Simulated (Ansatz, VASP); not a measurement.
## One calculation of Gd, two programs

```
CELL_PARAMETERS angstrom
0.00000 2.54366 2.54366
2.54366 0.00000 2.54366
2.54366 2.54366 0.00000
ATOMIC_POSITIONS crystal
Gd 0.00000 0.00000 0.00000
```

Alike in both runs: functional PBE; k mesh 13 × 13 × 13; occupations fermi-dirac, width 0.05 eV; collinear spin.

Ansatz relaxed the structure, and its values are those at the end. VASP's run is a single point on that final structure, the one shown.

|  | VASP | Ansatz |
| --- | --- | --- |
| version | VASP 6.6.1 | Ansatz 0.2.0 |
| potentials or method | VASP PAW PBE potentials, release 64 (Gd) | PAW with Ansatz's default frozen-core files, scalar-relativistic |
| plane-wave cutoff (eV) | 520 | 420 |
| valence electrons in the cell | 18 | 18 |

|  | VASP | Ansatz | Ansatz less VASP |
| --- | --- | --- | --- |
| pressure (GPa) | 0.0 | 0.0 | +0.07 |
| net moment per atom (μB) | 7.43 | 7.43 | -0.002 |
| size of the moment on the site where the two differ most (μB) | 6.92 | 7.23 | +0.309 |

Site moments also hang on the region over which each program counts them.

Spin-orbit coupling is off throughout.
